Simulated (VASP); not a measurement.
# Sc2AlAs3 (P6/mmm) in VASP: a series of runs

Runs on Sc2AlAs3. Level: PBE. Tasks: single point.

All numbers are computed with VASP 6.6.1; they aren't measurements. Logs are shortened: lines on timing, memory, paths and dates and some standing lists are left out, and cuts for length are marked.

### Step 1. The cell of the first run

The structure is hexagonal, space group P6/mmm (No. 191). The conventional cell has a = 5.051 Å, b = 5.051 Å, c = 5.490 Å, α = 90.00°, β = 90.00°, γ = 120.00°. Within 3.6 Å of Sc (site symmetry -6m2) lie 5 As at 2.74 to 2.92 Å and 3 Sc at 2.92 Å. Al (site symmetry 6/mmm) has 8 As at 2.74 to 2.92 Å within 3.6 Å. Within 3.6 Å of As (site symmetry -6m2) lie 2 Sc at 2.74 Å and 3 As at 2.92 Å and 3 Al at 2.92 Å. Within 3.6 Å of As (site symmetry 6/mmm) lie 2 Al at 2.74 Å and 6 Sc at 2.92 Å.

The cell was generated, and may not be a known phase.

### Step 2. Single point, PBE

The input, INCAR:

```
PREC = Accurate ; ENCUT = 520
EDIFF = 1E-6 ; ISMEAR = 0
SIGMA = 0.1 ; LREAL = F
LASPH = T ; NELM = 60
ALGO = Normal ; ISIF = 2
LWAVE = F ; LCHARG = F
GGA = PE ; NBANDS = 29
```

The input, KPOINTS:

```
regular mesh
0
Gamma
  6 6 4
```

The input, POSCAR:

```
Sc2AlAs3
1.0
    5.0510373441      0.0000000000      0.0000000000
   -2.5255186721      4.3743266555      0.0000000000
    0.0000000000      0.0000000000      5.4898084188
Sc Al As
2 1 3
Direct
    0.3333333333      0.6666666667      0.0000000000
    0.6666666667      0.3333333333      0.0000000000
    0.0000000000      0.0000000000      0.5000000000
    0.3333333333      0.6666666667      0.5000000000
    0.6666666667      0.3333333333      0.5000000000
    0.0000000000      0.0000000000      0.0000000000
```

Potentials or basis: VASP PAW PBE potentials, release 64 (Sc_sv, Al, As).

Launch:

```console
cat potpaw_PBE.64/Sc_sv/POTCAR potpaw_PBE.64/Al/POTCAR potpaw_PBE.64/As/POTCAR > POTCAR
mpirun -np 1 vasp_std > vasp.out
```

OUTCAR:

```text
PREC = Accurate
   ENCUT = 520
   EDIFF = 1E-6
   ISMEAR = 0
   LREAL = F
   LASPH = T
   NELM = 60
   ISIF = 2
   GGA = PE

 ion  position               nearest neighbor table
   1  0.333  0.667  0.000-   4 2.74   4 2.74   2 2.92   6 2.92   2 2.92   6 2.92   6 2.92   2 2.92

   2  0.667  0.333  0.000-   5 2.74   5 2.74   1 2.92   6 2.92   1 2.92   6 2.92   6 2.92   1 2.92

   3  0.000  0.000  0.500-   6 2.74   6 2.74   4 2.92   5 2.92   5 2.92   4 2.92   5 2.92   4 2.92

   4  0.333  0.667  0.500-   1 2.74   1 2.74   5 2.92   3 2.92   5 2.92   3 2.92   3 2.92   5 2.92

   5  0.667  0.333  0.500-   2 2.74   2 2.74   4 2.92   3 2.92   4 2.92   3 2.92   3 2.92   4 2.92

   6  0.000  0.000  0.000-   3 2.74   3 2.74   1 2.92   2 2.92   2 2.92   1 2.92   2 2.92   1 2.92

  LATTYP: Found a hexagonal cell.
 ALAT       =     5.0510373441
 C/A-ratio  =     1.0868675175

  Lattice vectors:

 A1 = (   5.0510373441,   0.0000000000,   0.0000000000)
 A2 = (  -2.5255186721,   4.3743266555,   0.0000000000)
 A3 = (   0.0000000000,   0.0000000000,   5.4898084188)

Analysis of symmetry for initial positions (statically):
=====================================================================
 Subroutine PRICEL returns:
 Original cell was already a primitive cell.

 Routine SETGRP: Setting up the symmetry group for a
 hexagonal supercell.

 Subroutine GETGRP returns: Found 24 space group operations
 (whereof 24 operations were pure point group operations)
 out of a pool of 24 trial point group operations.

The static configuration has the point symmetry D_6h.

Analysis of symmetry for dynamics (positions and initial velocities):
=====================================================================
 Subroutine PRICEL returns:
 Original cell was already a primitive cell.

 Routine SETGRP: Setting up the symmetry group for a
 hexagonal supercell.

 Subroutine GETGRP returns: Found 24 space group operations
 (whereof 24 operations were pure point group operations)
 out of a pool of 24 trial point group operations.

The dynamic configuration has the point symmetry D_6h.

 Subroutine INISYM returns: Found 24 space group operations
 (whereof 24 operations are pure point group operations),
 and found     1 'primitive' translations

----------------------------------------------------------------------------------------

[... 97 lines left out ...]
   LREAL  =      F    real-space projection
   EDIFFG = 0.1E-04   stopping-criterion for IOM
   NSW    =      0    number of steps for IOM
   IBRION =     -1    ionic relax: 0-MD 1-quasi-New 2-CG
   NFREE  =      0    steps in history (QN), initial steepest desc. (CG)
   ISIF   =      2    stress and relaxation
   ISYM   =      2    0-nonsym 1-usesym 2-fastsym
   POTIM  = 0.5000    time-step for ionic-motion
   TEBEG  =    0.0;   TEEND  =   0.0 temperature during run
   PSTRESS=    0.0 pullay stress
   NELECT =      40.0000    total number of electrons
   NUPDOWN=      -1.0000    fix difference up-down
   EMIN   =  10.00;   EMAX   =-10.00  energy-range for DOS
   EFERMI =   0.00;   METHOD = LEGACY
   ISMEAR =     0;   SIGMA  =   0.10  broadening in eV -4-tet -1-fermi 0-gaus
   EFERMI_NEDOS =   21; number of points for ismear=-14 and -15
   IALGO  =     38    algorithm
   IMIX   =      4    mixing-type and parameters
     AMIX     =   0.40;   BMIX     =  1.00
     AMIX_MAG =   1.60;   BMIX_MAG =  1.00
  volume/ion in A,a.u.               =      20.22       136.43
  Fermi-wavevector in a.u.,A,eV,Ry     =   1.131041  2.137358 17.405316  1.279255
  Thomas-Fermi vector in A             =   2.267739
   LORBIT       =      0    0 simple, 1 ext, 2 COOP (PROOUT), +10 PAW based schemes
   GGA     = PE    functional components
   LHFCALC =     F    Hartree Fock is set to
   AEXX    =    0.0000 exact exchange contribution
   IVDW    =     0    specifies the selected vdW correction
   LEPSILON=     F    determine dielectric tensor
   LRPA    =     F    only Hartree local field effects (RPA)
 non-spin polarized calculation
 Gauss-broadening in eV      SIGMA  =   0.10
  energy-cutoff  :      520.00
  volume of cell :      121.30
 maximum number of plane-waves:      3286
 NGX is ok and might be reduce to    40
   NGX = 19   NGY = 19   NGZ = 21

 number of electron      39.9999999 magnetization

 Free energy of the ion-electron system (eV)
  ---------------------------------------------------
  ext. energy  EPLUGINS =         0.00000000
  ---------------------------------------------------
  free energy    TOTEN  =       -31.90630901 eV

  energy without entropy =      -31.86465961  energy(sigma->0) =      -31.88548431

 E-fermi :   5.7645     XC(G=0): -10.2930

 val. band max:        5.7635183051   @ k =   0.1667   0.0000   0.2500
 cond. band min:       5.7765162313   @ k =   0.1667   0.1667   0.0000
 fundamental gap:      0.0129979262
 Fermi energy:         5.7644686808

 k-point     1 :       0.0000    0.0000    0.0000
  band No.  band energies     occupation
      1     -44.1355      2.00000
      2     -44.0230      2.00000
      3     -22.9770      2.00000
      4     -22.9770      2.00000
      5     -22.7618      2.00000
      6     -22.6576      2.00000
[... 661 lines left out ...]
     28       9.2218      0.00000
     29       9.2736      0.00000

------------------------ aborting loop because EDIFF is reached ----------------------------------------

  FORCE on cell =-STRESS in cart. coord.  units (eV):
  Direction    XX          YY          ZZ          XY          YZ          ZX
  --------------------------------------------------------------------------------------
  -------------------------------------------------------------------------------------
  Total        0.1634234      0.1634234      0.0209107     -0.0000000     -0.0000000      0.0000000
  in kB        2.1586181      2.1586181      0.2762044     -0.0000000     -0.0000000      0.0000000
  external PRESSURE =       1.5311468 kB  Pullay stress =       0.0000000 kB

 VOLUME and BASIS-vectors are now :
 -----------------------------------------------------------------------------
  energy-cutoff  :      520.00
  volume of cell :      121.30
      direct lattice vectors                 reciprocal lattice vectors
     5.051037344  0.000000000  0.000000000     0.197979134  0.114303306  0.000000000
    -2.525518672  4.374326655  0.000000000     0.000000000  0.228606613  0.000000000
     0.000000000  0.000000000  5.489808419     0.000000000  0.000000000  0.182155719

 POSITION                                       TOTAL-FORCE (eV/Angst)
 -----------------------------------------------------------------------------------
     -0.00000      2.91622      0.00000         0.000000     -0.000000      0.000000
      2.52552      1.45811      0.00000        -0.000000     -0.000000     -0.000000
      0.00000      0.00000      2.74490         0.000000     -0.000000      0.000000
     -0.00000      2.91622      2.74490         0.000000      0.000000      0.000000
      2.52552      1.45811      2.74490         0.000000      0.000000     -0.000000
      0.00000      0.00000      0.00000         0.000000     -0.000000      0.000000
 -----------------------------------------------------------------------------------
    total drift:                                0.000000     -0.000000     -0.000000

  FREE ENERGIE OF THE ION-ELECTRON SYSTEM (eV)
  ---------------------------------------------------
  free  energy   TOTEN  =       -31.9063090084 eV

  energy  without entropy=      -31.8646596140  energy(sigma->0) =      -31.88548431
```

It took 74 s on 1 thread of Oxide Virtual Turin-like, shared host; peak memory 0.25 GiB.

Results:

```
Free energy            : -31.9063 eV
Pressure               : 0.2 GPa
Band gap on the k mesh : zero (bands 20 and 21 overlap by 0.50 eV)
```

### Step 3. Single point, PBE

This run uses another cell than the first one, of 20.65 Å³/atom.

The input, INCAR:

```
SYSTEM = Sc2AlAs3
  ALGO = Normal
  EDIFF = 1E-6
  ENCUT = 520
  GGA = PE
  ISIF = 2
  ISMEAR = 0
  LASPH = .True.
  LCHARG = .True.
  LELF = .True.
  LREAL = .False.
  LVHAR = .True.
  LWAVE = .False.
  NBANDS = 29
  NELM = 60
  PREC = Accurate
  SIGMA = 0.1
```

The input, KPOINTS:

```
k-points
0
Gamma
  6 6 4
  0 0 0
```

The input, POSCAR:

```
Sc2AlAs3
1.0
    5.0776062200      0.0000000000      0.0000000000
   -2.5388031100      4.3973359700      0.0000000000
    0.0000000000      0.0000000000      5.5490417500
Sc Al As
2 1 3
Direct
    0.3333333300      0.6666666700      0.0000000000
    0.6666666700      0.3333333300      0.0000000000
    0.0000000000      0.0000000000      0.5000000000
    0.3333333300      0.6666666700      0.5000000000
    0.6666666700      0.3333333300      0.5000000000
    0.0000000000      0.0000000000      0.0000000000
```

Potentials or basis: VASP PAW PBE potentials, release 64 (Sc_sv, Al, As).

Launch:

```console
cat potpaw_PBE.64/Sc_sv/POTCAR potpaw_PBE.64/Al/POTCAR potpaw_PBE.64/As/POTCAR > POTCAR
mpirun -np 1 vasp_std > vasp.out
```

OUTCAR:

```text
SYSTEM = Sc2AlAs3
   EDIFF = 1E-6
   ENCUT = 520
   GGA = PE
   ISIF = 2
   ISMEAR = 0
   LASPH = .True.
   LREAL = .False.
   NELM = 60
   PREC = Accurate

 ion  position               nearest neighbor table
   1  0.333  0.667  0.000-   4 2.77   4 2.77   2 2.93   6 2.93   2 2.93   6 2.93   6 2.93   2 2.93

   2  0.667  0.333  0.000-   5 2.77   5 2.77   1 2.93   1 2.93   6 2.93   6 2.93   6 2.93   1 2.93

   3  0.000  0.000  0.500-   6 2.77   6 2.77   4 2.93   5 2.93   4 2.93   5 2.93   5 2.93   4 2.93

   4  0.333  0.667  0.500-   1 2.77   1 2.77   3 2.93   3 2.93   3 2.93
   5  0.667  0.333  0.500-   2 2.77   2 2.77   3 2.93   3 2.93   3 2.93
   6  0.000  0.000  0.000-   3 2.77   3 2.77   1 2.93   2 2.93   1 2.93   2 2.93   2 2.93   1 2.93

  LATTYP: Found a hexagonal cell.
 ALAT       =     5.0776062200
 C/A-ratio  =     1.0928460203

  Lattice vectors:

 A1 = (   5.0776062200,   0.0000000000,   0.0000000000)
 A2 = (  -2.5388031100,   4.3973359700,   0.0000000000)
 A3 = (   0.0000000000,   0.0000000000,   5.5490417500)

Analysis of symmetry for initial positions (statically):
=====================================================================
 Subroutine PRICEL returns:
[... 180 lines left out ...]
 fundamental gap:      0.0148072180
 Fermi energy:         5.5771848283

 k-point     1 :       0.0000    0.0000    0.0000
  band No.  band energies     occupation
      1     -44.3746      2.00000
      2     -44.2688      2.00000
      3     -23.2000      2.00000
      4     -23.2000      2.00000
      5     -23.0006      2.00000
      6     -22.9025      2.00000
[... 661 lines left out ...]
     28       8.9628      0.00000
     29       8.9733      0.00000

------------------------ aborting loop because EDIFF is reached ----------------------------------------

  FORCE on cell =-STRESS in cart. coord.  units (eV):
  Direction    XX          YY          ZZ          XY          YZ          ZX
  --------------------------------------------------------------------------------------
  -------------------------------------------------------------------------------------
  Total       -0.7528204     -0.7528204     -1.4909502      0.0000000     -0.0000000     -0.0000000
  in kB       -9.7349850     -9.7349850    -19.2800011      0.0000000     -0.0000000     -0.0000000
  external PRESSURE =     -12.9166570 kB  Pullay stress =       0.0000000 kB

 VOLUME and BASIS-vectors are now :
 -----------------------------------------------------------------------------
  energy-cutoff  :      520.00
  volume of cell :      123.90
      direct lattice vectors                 reciprocal lattice vectors
     5.077606220  0.000000000  0.000000000     0.196943197  0.113705208  0.000000000
    -2.538803110  4.397335970  0.000000000     0.000000000  0.227410415  0.000000000
     0.000000000  0.000000000  5.549041750     0.000000000  0.000000000  0.180211295

 POSITION                                       TOTAL-FORCE (eV/Angst)
 -----------------------------------------------------------------------------------
     -0.00000      2.93156      0.00000        -0.000000     -0.000000      0.000000
      2.53880      1.46578      0.00000        -0.000000      0.000000      0.000000
      0.00000      0.00000      2.77452         0.000000      0.000000      0.000000
     -0.00000      2.93156      2.77452         0.000000      0.000000      0.000000
      2.53880      1.46578      2.77452         0.000000     -0.000000      0.000000
      0.00000      0.00000      0.00000         0.000000      0.000000      0.000000
 -----------------------------------------------------------------------------------
    total drift:                                0.000000     -0.000000     -0.000000

  FREE ENERGIE OF THE ION-ELECTRON SYSTEM (eV)
  ---------------------------------------------------
  free  energy   TOTEN  =       -31.8957247131 eV

  energy  without entropy=      -31.8534199978  energy(sigma->0) =      -31.87457236
```

OSZICAR:

```text
N       E                     dE             d eps       ncg     rms          rms(c)
DAV:   1     0.476565659223E+03    0.47657E+03   -0.17676E+04  1226   0.131E+03
DAV:   2     0.141675589037E+02   -0.46240E+03   -0.45400E+03  1410   0.459E+02
DAV:   3    -0.326398143972E+02   -0.46807E+02   -0.45033E+02  2005   0.146E+02
DAV:   4    -0.348963266161E+02   -0.22565E+01   -0.21903E+01  1964   0.285E+01
DAV:   5    -0.349385542040E+02   -0.42228E-01   -0.42070E-01  1956   0.390E+00    0.100E+01
DAV:   6    -0.328692507212E+02    0.20693E+01   -0.32616E+01  1978   0.275E+01    0.580E+00
DAV:   7    -0.320019005711E+02    0.86735E+00   -0.82657E+00  1966   0.161E+01    0.324E+00
DAV:   8    -0.319253325911E+02    0.76568E-01   -0.10522E+00  1927   0.686E+00    0.118E+00
DAV:   9    -0.318967303213E+02    0.28602E-01   -0.19530E-01  1959   0.295E+00    0.359E-01
DAV:  10    -0.318958122931E+02    0.91803E-03   -0.11422E-02  1756   0.547E-01    0.124E-01
DAV:  11    -0.318957265697E+02    0.85723E-04   -0.25403E-03  1924   0.318E-01    0.808E-02
DAV:  12    -0.318957287238E+02   -0.21541E-05   -0.41726E-04  1794   0.163E-01    0.282E-02
DAV:  13    -0.318957281318E+02    0.59198E-06   -0.41080E-05  1940   0.447E-02    0.131E-02
DAV:  14    -0.318957252922E+02    0.28396E-05   -0.77195E-06  1466   0.130E-02    0.491E-03
DAV:  15    -0.318957247131E+02    0.57909E-06   -0.26024E-06  1312   0.125E-02
   1 F= -.31895725E+02 E0= -.31874572E+02  d E =-.423047E-01
```

stdout:

```text
POSCAR found type information on POSCAR ScAlAs
 POSCAR found :  3 types and       6 ions
 scaLAPACK will be used
 LDA part: xc-table for (Slater+PW92), standard interpolation
 POSCAR, INCAR and KPOINTS ok, starting setup
 FFT: planning ... GRIDC
 FFT: planning ... GRID_SOFT
 FFT: planning ... GRID
 WAVECAR not read
 entering main loop
```

Run time: 1.7 min. Hardware: 1 thread of Oxide Virtual Turin-like, shared host; peak memory 0.25 GiB.

What came out:

- Free energy: -31.8957 eV
- Pressure: -1.3 GPa
- Band gap on the k mesh: zero (bands 20 and 21 overlap by 0.53 eV)

Levels at points of the mesh, in eV from the Fermi level:
```tsv
k point	band 16	band 17	band 18	band 19	band 20	band 21	band 22	band 23	band 24	band 25
(0.00, 0.00, 0.00)	-3.59	-1.97	-1.01	-1.01	-0.99	0.02	0.21	0.21	0.50	0.90
(0.50, 0.00, 0.00)	-2.91	-2.24	-1.09	-0.64	-0.42	0.60	0.61	1.23	1.34	1.67
(0.00, 0.00, 0.50)	-3.23	-3.23	-2.16	-2.16	-1.66	0.31	0.54	0.54	1.40	1.40
(0.50, 0.00, 0.50)	-2.83	-2.29	-0.84	-0.42	0.04	0.23	0.69	1.02	1.09	2.11
```
